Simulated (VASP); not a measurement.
Set up this calculation in VASP 6.6.1, as the native input.

| Quantity | Value |
| --- | --- |
| Task | relaxation of cell and atoms |
| Functional | PBEsol |
| Potentials or basis | VASP PAW PBE potentials, release 64 (I) |
| Cutoff | 600 eV |
| k mesh | 7 × 7 × 4 |
| Occupations | fermi-dirac, width 0.05 eV |
| Spin | no spin polarisation |
| Dipole correction | no |
| Further INCAR settings | ALGO = Normal; EDIFF = 1e-07; IBRION = 2; EDIFFG = -0.03; NSW = 80; ISIF = 3 |

The structure of I lies in POSCAR:

```
I
1.0
    3.5900000000      0.0000000000      0.0000000000
   -1.7950000000      3.1090311996      0.0000000000
    0.0000000000      0.0000000000      5.8624700000
I
2
Direct
    0.3333333333      0.6666666667      0.2500000000
    0.6666666667      0.3333333333      0.7500000000
```

One way to write it, as run:

INCAR

```
SYSTEM = I
PREC = Accurate
ENCUT = 600
EDIFF = 1E-7
ISMEAR = -1
SIGMA = 0.05
LREAL = .False.
LASPH = .True.
NELM = 80
ALGO = Normal
ISIF = 3
LWAVE = .False.
LCHARG = .False.
GGA = PS
IBRION = 2
NSW = 80
EDIFFG = -0.03
```

KPOINTS

```
regular mesh
0
Gamma
  7 7 4
  0 0 0
```

Potentials or basis: VASP PAW PBE potentials, release 64 (I).

Command:

```bash
$ cat potpaw_PBE.64/I/POTCAR > POTCAR
$ mpirun -np 1 vasp_std > vasp.out
```

Results of the run:

```yaml
Relaxed_volume: 36.86 Å³/atom
Relaxed_cell: a = 3.316 Å, b = 3.316 Å, c = 7.742 Å, α = 90.00°, β = 90.00°, γ = 120.00°
Space_group_after_relaxing_to_0.05_Å: P6_3/mmc (No. 194)
Energy_gained_by_relaxing: 146.4 meV/atom
Ionic_steps: 23
Pressure_after_relaxing: 0.0 GPa
Band_gap_on_the_k_mesh: zero (band 7 reaches 6.03 eV, above the bottom of band 8 at 3.09 eV)
```

Caveat: the PAW data sets were made with another functional, which shifts forces and pressure a little; spin-orbit coupling is left out, which moves the levels of the heavy elements; this functional lacks dispersion, which binds the layers, so the pressure and a relaxed spacing across them are unreliable.

It took 5.3 min on 1 thread of Intel(R) Xeon(R) Platinum 8259CL CPU @ 2.50GHz (Skylake/Cascade Lake) (shared host), peak memory 0.22 GiB.
